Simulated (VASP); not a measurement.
Write the native input for VASP 6.6.1 that does the following.

* Task: single point
* Functional: PBE
* Potentials or basis: VASP PAW PBE potentials, release 64 (Al, Cl)
* Cutoff: 520 eV
* k mesh: 8 × 8 × 8
* Occupations: gaussian, width 0.1 eV
* Spin: no spin polarisation
* Dipole correction: no
* Further INCAR settings: ALGO = Normal; EDIFF = 1e-07; NBANDS = 18

The structure of Al4Cl lies in POSCAR:

```
Al4Cl
1.0
   -3.1173013784      3.1173013784      3.1173013784
    3.1173013784     -3.1173013784      3.1173013784
    3.1173013784      3.1173013784     -3.1173013784
Al Cl
4 1
Direct
    0.5000000000      0.5000000000      0.5000000000
    0.0000000000      0.0000000000      0.5000000000
    0.0000000000      0.5000000000      0.0000000000
    0.5000000000      0.0000000000      0.0000000000
    0.0000000000      0.0000000000      0.0000000000
```

These files were run (other wordings do the same):

INCAR

```
SYSTEM = Al4Cl
ALGO     = Normal         ! electronic algorithm
EDIFF    = 1E-7           ! SCF threshold, eV
ENCUT    = 520            ! plane-wave cutoff, eV
GGA      = PE             ! functional
ISIF     = 2              ! what is computed and relaxed
ISMEAR   = 0              ! smearing method
LASPH    = .True.         ! aspherical terms in the spheres
LCHARG   = .False.        ! write CHGCAR
LREAL    = .False.        ! projectors in reciprocal space
LWAVE    = .False.        ! write WAVECAR
NBANDS   = 18             ! bands
NELM     = 100            ! most SCF steps
PREC     = Accurate       ! precision mode
SIGMA    = 0.1            ! smearing width, eV
```

KPOINTS

```
k-points
0
Gamma
  8 8 8
  0 0 0
```

Potentials or basis: VASP PAW PBE potentials, release 64 (Al, Cl).

Launch:

```bash
$ cat potpaw_PBE.64/Al/POTCAR potpaw_PBE.64/Cl/POTCAR > POTCAR
$ mpirun -np 1 vasp_std > vasp.out
```

It gave:

```
Pressure : 0.0 GPa
```

Caveat: an odd number of electrons without spin polarisation forces a metal; a magnetic or distorted state may lie lower.

It took 47 s on 1 thread of Intel Xeon 6975P-C, with other jobs on the host, peak memory 0.25 GiB.
